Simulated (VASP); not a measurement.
Runs of VASP 6.6.1 on BP. The structure is cubic, space group F-43m (No. 216). The conventional cell has a = 4.538 Å, b = 4.538 Å, c = 4.538 Å, α = 90.00°, β = 90.00°, γ = 90.00°. Within 2.6 Å of B (site symmetry -43m) lie 4 P at 1.97 Å. P (site symmetry -43m) has 4 B at 1.97 Å within 2.6 Å. 

| k mesh | gap on the mesh (eV) | pressure (GPa) |
| --- | --- | --- |
| 6 × 6 × 6 | 1.54 | (b) |
| 8 × 8 × 8 | 1.48 | -0.7 |
| 3 × 3 × 3 | 1.55 | 3.0 |
| 4 × 4 × 4 | 1.52 | (a) |
| 5 × 5 × 5 | 1.44 | -0.3 |

Alike in all rows: task single point; level r2SCAN; potentials or basis VASP PAW PBE potentials, release 64 (B, P); no spin polarisation; cell as given; cutoff (eV) 520; smearing gaussian 0.01 eV.

Fill in the values left out.

(a) 0.4; (b) -0.5.

Caveats: some runs use coarse meshes; the PAW data sets were made with another functional, which shifts forces and pressure a little.

A k mesh can miss the band edges.
